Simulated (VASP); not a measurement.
# CoSi2 (Fm-3m) in VASP: a series of runs, part 2 of 2

VASP 6.6.1.

**3. Single point, PBE**

This run uses another cell than the first one, of 12.83 Å³/atom.

INCAR reads:

```
PREC = Accurate
ENCUT = 600
EDIFF = 1E-6
ISMEAR = 0
SIGMA = 0.1
LREAL = F
LASPH = T
NELM = 120
ALGO = Normal
ISIF = 2
LWAVE = F
LCHARG = F
GGA = PE
NBANDS = 16
GGA_COMPAT = F
```

KPOINTS reads:

```
regular mesh
0
Gamma
  14 14 14
```

POSCAR reads:

```
CoSi2
1.0
    0.0000000000      2.6799238323      2.6799238323
    2.6799238323      0.0000000000      2.6799238323
    2.6799238323      2.6799238323      0.0000000000
Co Si
1 2
Direct
    0.0000000000      0.0000000000      0.0000000000
    0.2500000000      0.2500000000      0.2500000000
    0.7500000000      0.7500000000      0.7500000000
```

Potentials or basis: VASP PAW PBE potentials, release 64 (Co, Si).

Command:

```sh
$ cat potpaw_PBE.64/Co/POTCAR potpaw_PBE.64/Si/POTCAR > POTCAR
$ mpirun -np 1 vasp_std > vasp.out
```

OUTCAR:

```text
PREC = Accurate
   ENCUT = 600
   EDIFF = 1E-6
   ISMEAR = 0
   LREAL = F
   LASPH = T
   NELM = 120
   ISIF = 2
   GGA = PE

 ion  position               nearest neighbor table
   1  0.000  0.000  0.000-   3 2.32   3 2.32   3 2.32   2 2.32   3 2.32   2 2.32   2 2.32   2 2.32

   2  0.250  0.250  0.250-   1 2.32   1 2.32   1 2.32   1 2.32   3 2.68   3 2.68   3 2.68   3 2.68
                             3 2.68   3 2.68
   3  0.750  0.750  0.750-   1 2.32   1 2.32   1 2.32   1 2.32   2 2.68   2 2.68   2 2.68   2 2.68
                             2 2.68   2 2.68

  LATTYP: Found a face centered cubic cell.
 ALAT       =     5.3598476646

  Lattice vectors:

 A1 = (   0.0000000000,   2.6799238323,   2.6799238323)
 A2 = (   2.6799238323,   0.0000000000,   2.6799238323)
 A3 = (   2.6799238323,   2.6799238323,   0.0000000000)

Analysis of symmetry for initial positions (statically):
=====================================================================
 Subroutine PRICEL returns:
 Original cell was already a primitive cell.

[... 165 lines left out ...]
  ext. energy  EPLUGINS =         0.00000000
  ---------------------------------------------------
  free energy    TOTEN  =       -19.29733289 eV

  energy without entropy =      -19.29216768  energy(sigma->0) =      -19.29475029

 E-fermi :  10.0756     XC(G=0): -11.7363

 val. band max:       10.0727172014   @ k =   0.4286   0.2143   0.0714
 cond. band min:      10.0932687908   @ k =   0.3571   0.0714   0.0000
 fundamental gap:      0.0205515894
 Fermi energy:        10.0755648543

 k-point     1 :       0.0000    0.0000    0.0000
  band No.  band energies     occupation
      1      -3.0441      2.00000
      2       5.9962      2.00000
      3       5.9962      2.00000
      4       5.9962      2.00000
      5       8.1642      2.00000
      6       8.1642      2.00000
[... 433 lines left out ...]
      3       6.1321      2.00000
      4       6.2076      2.00000
      5       7.3401      2.00000
      6       8.3403      2.00000
[... 8 lines left out ...]
     15      18.3865      0.00000
     16      18.6369      0.00000

 [... further k-points ...]
[... 5 lines left out ...]
  --------------------------------------------------------------------------------------
  -------------------------------------------------------------------------------------
  Total       -0.0596957     -0.0596957     -0.0596957      0.0000000      0.0000000      0.0000000
  in kB       -2.4845995     -2.4845995     -2.4845995      0.0000000      0.0000000      0.0000000
  external PRESSURE =      -2.4845995 kB  Pullay stress =       0.0000000 kB

 VOLUME and BASIS-vectors are now :
 -----------------------------------------------------------------------------
  energy-cutoff  :      600.00
  volume of cell :       38.49
      direct lattice vectors                 reciprocal lattice vectors
     0.000000000  2.679923832  2.679923832    -0.186572467  0.186572467  0.186572467
     2.679923832  0.000000000  2.679923832     0.186572467 -0.186572467  0.186572467
     2.679923832  2.679923832  0.000000000     0.186572467  0.186572467 -0.186572467

 POSITION                                       TOTAL-FORCE (eV/Angst)
 -----------------------------------------------------------------------------------
      0.00000      0.00000      0.00000        -0.000000     -0.000000     -0.000000
      1.33996      1.33996      1.33996         0.000000     -0.000000     -0.000000
      4.01989      4.01989      4.01989        -0.000000      0.000000      0.000000
 -----------------------------------------------------------------------------------
    total drift:                                0.000000     -0.000000     -0.000000

  FREE ENERGIE OF THE ION-ELECTRON SYSTEM (eV)
  ---------------------------------------------------
  free  energy   TOTEN  =       -19.2973328911 eV

  energy  without entropy=      -19.2921676847  energy(sigma->0) =      -19.29475029
```

Wall time 79 s (1 thread of Intel Xeon 8259CL, shared host); peak memory 0.22 GiB.

What came out:

```
Free energy            : -19.2973 eV
Pressure               : -0.2 GPa
Band gap on the k mesh : zero (an odd number of electrons rules out a gap without spin polarisation)
```

Caveat: an odd number of electrons without spin polarisation forces a metal; a magnetic or distorted state may lie lower. Spin polarisation is off, so any magnetic state and its effect on volume and gap are missing.

**4. Single point, PBE**

This run uses another cell than the first one, of 12.83 Å³/atom.

INCAR reads:

```
SYSTEM = CoSi2
PREC = Accurate ; ENCUT = 600
EDIFF = 1E-6 ; ISMEAR = 0
SIGMA = 0.1 ; LREAL = .False.
LASPH = .True. ; NELM = 120
ALGO = Normal ; ISIF = 2
LWAVE = .False. ; LCHARG = .False.
GGA = PE ; NBANDS = 16
GGA_COMPAT = .False.
```

KPOINTS reads:

```
regular mesh
0
Gamma
  14 14 14
  0 0 0
```

POSCAR is that of step 3.

Potentials or basis: VASP PAW PBE potentials, release 64 (Co, Si).

Command:

```sh
$ cat potpaw_PBE.64/Co/POTCAR potpaw_PBE.64/Si/POTCAR > POTCAR
$ mpirun -np 1 vasp_std > vasp.out
```

OUTCAR:

```text
SYSTEM = CoSi2
   PREC = Accurate
   ENCUT = 600
   EDIFF = 1E-6
   ISMEAR = 0
   LREAL = .False.
   LASPH = .True.
   NELM = 120
   ISIF = 2
   GGA = PE

 ion  position               nearest neighbor table
   1  0.000  0.000  0.000-   3 2.32   3 2.32   3 2.32   2 2.32   3 2.32   2 2.32   2 2.32   2 2.32

   2  0.250  0.250  0.250-   1 2.32   1 2.32   1 2.32   1 2.32   3 2.68   3 2.68   3 2.68   3 2.68
                             3 2.68   3 2.68
   3  0.750  0.750  0.750-   1 2.32   1 2.32   1 2.32   1 2.32   2 2.68   2 2.68   2 2.68   2 2.68
                             2 2.68   2 2.68

  LATTYP: Found a face centered cubic cell.
 ALAT       =     5.3598476646

  Lattice vectors:

 A1 = (   0.0000000000,   2.6799238323,   2.6799238323)
 A2 = (   2.6799238323,   0.0000000000,   2.6799238323)
 A3 = (   2.6799238323,   2.6799238323,   0.0000000000)

Analysis of symmetry for initial positions (statically):
=====================================================================
 Subroutine PRICEL returns:
 Original cell was already a primitive cell.

 Routine SETGRP: Setting up the symmetry group for a
 face centered cubic supercell.

[... 171 lines left out ...]
 cond. band min:      10.0932687908   @ k =   0.3571   0.0714   0.0000
 fundamental gap:      0.0205515894
 Fermi energy:        10.0755648543

 k-point     1 :       0.0000    0.0000    0.0000
  band No.  band energies     occupation
      1      -3.0441      2.00000
      2       5.9962      2.00000
      3       5.9962      2.00000
      4       5.9962      2.00000
      5       8.1642      2.00000
      6       8.1642      2.00000
[... 433 lines left out ...]
      3       6.1321      2.00000
      4       6.2076      2.00000
      5       7.3401      2.00000
      6       8.3403      2.00000
[... 8 lines left out ...]
     15      18.3865      0.00000
     16      18.6369      0.00000

 [... further k-points ...]

------------------------ aborting loop because EDIFF is reached ----------------------------------------

  FORCE on cell =-STRESS in cart. coord.  units (eV):
  Direction    XX          YY          ZZ          XY          YZ          ZX
  --------------------------------------------------------------------------------------
  -------------------------------------------------------------------------------------
  Total       -0.0596957     -0.0596957     -0.0596957      0.0000000      0.0000000      0.0000000
  in kB       -2.4845995     -2.4845995     -2.4845995      0.0000000      0.0000000      0.0000000
  external PRESSURE =      -2.4845995 kB  Pullay stress =       0.0000000 kB

 VOLUME and BASIS-vectors are now :
 -----------------------------------------------------------------------------
  energy-cutoff  :      600.00
  volume of cell :       38.49
      direct lattice vectors                 reciprocal lattice vectors
     0.000000000  2.679923832  2.679923832    -0.186572467  0.186572467  0.186572467
     2.679923832  0.000000000  2.679923832     0.186572467 -0.186572467  0.186572467
     2.679923832  2.679923832  0.000000000     0.186572467  0.186572467 -0.186572467

 POSITION                                       TOTAL-FORCE (eV/Angst)
 -----------------------------------------------------------------------------------
      0.00000      0.00000      0.00000        -0.000000     -0.000000     -0.000000
      1.33996      1.33996      1.33996         0.000000     -0.000000     -0.000000
      4.01989      4.01989      4.01989        -0.000000      0.000000      0.000000
 -----------------------------------------------------------------------------------
    total drift:                                0.000000     -0.000000     -0.000000

  FREE ENERGIE OF THE ION-ELECTRON SYSTEM (eV)
  ---------------------------------------------------
  free  energy   TOTEN  =       -19.2973328911 eV

  energy  without entropy=      -19.2921676847  energy(sigma->0) =      -19.29475029
```

It took 77 s on 1 thread of Intel Xeon 8259CL, shared host; peak memory 0.22 GiB.

What came out:

| Quantity | Value |
| --- | --- |
| Free energy | -19.2973 eV |
| Pressure | -0.2 GPa |
| Band gap on the k mesh | zero (an odd number of electrons rules out a gap without spin polarisation) |

Levels at points of the mesh, in eV from the Fermi level:
```tsv
k point	band 6	band 7	band 8	band 9	band 10	band 11	band 12	band 13
(0.00, 0.00, 0.00)	-1.91	0.72	3.39	3.39	3.39	3.44	3.44	3.44
(0.50, 0.00, 0.00)	-1.63	-1.63	-0.48	-0.48	2.67	3.39	3.39	4.32
(0.50, 0.50, 0.00)	-1.96	-1.96	-1.92	-1.34	1.55	2.91	8.54	9.55
```

Caveat: an odd number of electrons without spin polarisation forces a metal; a magnetic or distorted state may lie lower.

The gap in the log of VASP goes by the Fermi energy; the results here count the filled bands.